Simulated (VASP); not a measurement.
Wanted: the native input for a VASP 6.6.1 run.

```
Task                   : single point
Functional             : PBEsol
Potentials or basis    : VASP PAW PBE potentials, release 64 (Ta_sv_GW, N)
Cutoff                 : 700 eV
k mesh                 : 20 × 20 × 20
Occupations            : gaussian, width 0.15 eV
Spin                   : no spin polarisation
Dipole correction      : no
Further INCAR settings : ALGO = Normal; EDIFF = 1e-06; NBANDS = 16
```

The structure of TaN lies in POSCAR:

```
TaN
1.0
    0.1790455161      2.2609701223      2.2609701223
    2.2609701223      0.1790455161      2.2609701223
    2.2609701223      2.2609701223      0.1790455161
Ta N
1 1
Direct
    0.5000000000      0.5000000000      0.5000000000
    0.0000000000      0.0000000000      0.0000000000
```

These files were run (other wordings do the same):

INCAR

```
  PREC = Accurate
  ENCUT = 700
  EDIFF = 1E-6
  ISMEAR = 0
  SIGMA = 0.15
  LREAL = False
  LASPH = True
  NELM = 120
  ALGO = Normal
  ISIF = 2
  LWAVE = False
  LCHARG = False
  GGA = PS
  NBANDS = 16
  GGA_COMPAT = False
```

KPOINTS

```
Automatic mesh
0
Gamma
  20 20 20
```

Potentials or basis: VASP PAW PBE potentials, release 64 (Ta_sv_GW, N).

Launch:

```sh
$ cat potpaw_PBE.64/Ta_sv_GW/POTCAR potpaw_PBE.64/N/POTCAR > POTCAR
$ mpirun -np 1 vasp_std > vasp.out
```

Results of the run:

The pressure is 11.3 GPa. The band gap on the k mesh is zero (bands 9 and 10 overlap by 3.05 eV).

Caveat: the cell stands under pressure; the PAW data sets were made with another functional, which shifts forces and pressure a little; spin-orbit coupling is left out, which moves the levels of the heavy elements.

Wall time 11 min on 1 thread of Intel(R) Xeon(R) Platinum 8259CL CPU @ 2.50GHz (Skylake/Cascade Lake), on a shared host, peak memory 0.53 GiB.
